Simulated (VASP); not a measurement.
Write the native input for VASP 6.6.1 that does the following.

```
Task                   : relaxation of cell and atoms
Functional             : PBEsol
Potentials or basis    : VASP PAW PBE potentials, release 64 (Si, C)
Cutoff                 : 600 eV
k mesh                 : 10 × 10 × 10
Occupations            : fermi-dirac, width 0.02 eV
Spin                   : no spin polarisation
Dipole correction      : no
Further INCAR settings : ALGO = Normal; EDIFF = 1e-07; IBRION = 2; EDIFFG = -0.005; NSW = 80; ISIF = 3
```

The structure of SiC lies in POSCAR:

```
SiC
1.0
    0.0000000000      2.1897788165      2.1897788165
    2.1897788165      0.0000000000      2.1897788165
    2.1897788165      2.1897788165      0.0000000000
Si C
1 1
Direct
    0.0000000000      0.0000000000      0.0000000000
    0.2500000000      0.2500000000      0.2500000000
```

The input as run:

INCAR

```
SYSTEM = SiC
ALGO = Normal ; EDIFF = 1E-7
EDIFFG = -0.005 ; ENCUT = 600
GGA = PS ; IBRION = 2
ISIF = 3 ; ISMEAR = -1
LASPH = .TRUE. ; LCHARG = .FALSE.
LREAL = .FALSE. ; LWAVE = .FALSE.
NELM = 60 ; NSW = 80
PREC = Accurate ; SIGMA = 0.02
```

KPOINTS

```
k-points
0
G
  10 10 10
  0 0 0
```

Potentials or basis: VASP PAW PBE potentials, release 64 (Si, C).

Launch:

```console
$ cat potpaw_PBE.64/Si/POTCAR potpaw_PBE.64/C/POTCAR > POTCAR
$ mpirun -np 1 vasp_std > vasp.out
```

It gave:

```yaml
Relaxed_volume: 10.35 Å³/atom
Relaxed_cell: a = 3.082 Å, b = 3.082 Å, c = 3.082 Å, α = 60.00°, β = 60.00°, γ = 60.00°
Space_group_after_relaxing_to_0.05_Å: F-43m (No. 216)
Energy_gained_by_relaxing: 1.5 meV/atom
Ionic_steps: 3
Pressure_after_relaxing: 0.0 GPa
Band_gap_on_the_k_mesh: 1.23 eV, indirect (least direct gap 4.44 eV)
```

Caveat: the PAW data sets were made with another functional, which shifts forces and pressure a little.

Run time: 51 s on 1 thread of AMD EPYC 7R13, with other jobs on the host, peak memory 0.13 GiB.
